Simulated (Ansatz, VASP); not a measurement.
## One calculation of Si3Ge, two programs

INCAR

```
SYSTEM = Si3Ge
PREC = Accurate
ENCUT = 520
EDIFF = 1E-7
ISMEAR = 0
SIGMA = 0.01
LREAL = .FALSE.
LASPH = .TRUE.
NELM = 80
ALGO = Normal
ISIF = 2
LWAVE = .FALSE.
LCHARG = .TRUE.
GGA = PE
LELF = .TRUE.
LVHAR = .TRUE.
NBANDS = 21
```

KPOINTS

```
Automatic mesh
0
G
  6 6 4
  0 0 0
```

The input POSCAR:

```
Si3Ge
1.0
    3.9549955611      0.0000000000      0.0000000000
    0.0000000000      3.9549955611      0.0000000000
    0.0000000000      0.0000000000      5.5760376157
Si Ge
3 1
Direct
    0.5000000000      0.0000000000      0.7558950875
    0.5000000000      0.5000000000      0.0000000000
    0.0000000000      0.5000000000      0.2441049125
    0.0000000000      0.0000000000      0.5000000000
```

Input for Ansatz:

```yaml
crystal:
  lattice:
    - [3.9549955611, 0.0, 0.0]
    - [0.0, 3.9549955611, 0.0]
    - [0.0, 0.0, 5.5760376157]
  atoms:
    - { symbol: Si, position: [0.5, 0.0, 0.7558950875] }
    - { symbol: Si, position: [0.5, 0.5, 0.0] }
    - { symbol: Si, position: [0.0, 0.5, 0.2441049125] }
    - { symbol: Ge, position: [0.0, 0.0, 0.5] }
kpoints:
  mp_grid: { grid: [6, 6, 4] }
hamiltonian:
  xc: pbe
scf:
  occupations: { method: fixed }
  n_extra_bands: 5
output:
  forces: true
  stress: true
  eigenvalues: true
```

Alike in both runs: task single point; functional PBE; k mesh 6 × 6 × 4; no spin polarisation.

|  | VASP | Ansatz |
| --- | --- | --- |
| version | VASP 6.6.1 | Ansatz 0.2.0 |
| potentials or method | VASP PAW PBE potentials, release 64 (Si, Ge_d) | plane waves, PAW |
| plane-wave cutoff (eV) | 520 | 420 |
| occupations | gaussian, width 0.01 eV | fixed |
| valence electrons in the cell | 26 | 26 |

|  | VASP | Ansatz | Ansatz less VASP |
| --- | --- | --- | --- |
| gap on the k mesh at the Fermi level (eV) | 0.45 | 0.45 | -0.002 |
| pressure (GPa) | -2.3 | -2.3 | +0.08 |
